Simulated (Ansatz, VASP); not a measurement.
# TeMo2: VASP beside Ansatz

```xyz
3
Lattice="-1.6113 1.6113 5.0742 1.6113 -1.6113 5.0742 1.6113 1.6113 -5.0742" Properties=species:S:1:pos:R:3 pbc="T T T"
Te    0.0000    0.0000    0.0000
Mo    0.0000    0.0000    3.3422
Mo    0.0000    0.0000    6.8063
```

Change from the starting cell: species swapped into the Si2Mo type (I4/mmm, No. 139).

Alike in both runs: functional PBE; k mesh 7 × 7 × 7; occupations gaussian, width 0.2 eV; no spin polarisation.

Ansatz relaxed the structure, and its values are those at the end. VASP's run is a single point on that final structure, the one shown.

```csv
,VASP,Ansatz
version,VASP 6.6.1,Ansatz 0.2.0
potentials or method,"VASP PAW PBE potentials, release 64 (Te, Mo_sv), cutoff 500 eV","scalar-relativistic, plane waves, PAW"
valence electrons in the cell,34,44
```

|  | VASP | Ansatz | Ansatz less VASP |
| --- | --- | --- | --- |
| gap on the k mesh at the Fermi level (eV) | none | none | - |
| pressure (GPa) | 0.5 | 0.3 | -0.16 |
| rms of the force components (eV/Å) | 0.010 | 0.018 | +0.0085 |

A gap of «none» marks a metal or a gap that the smearing closes. VASP's potentials hold 34 valence electrons a cell and Ansatz's 44, so a difference there can come from the potentials and not from the codes.

The k mesh is coarse, so the values compare programs but aren't converged. Neither program's run includes spin-orbit coupling.
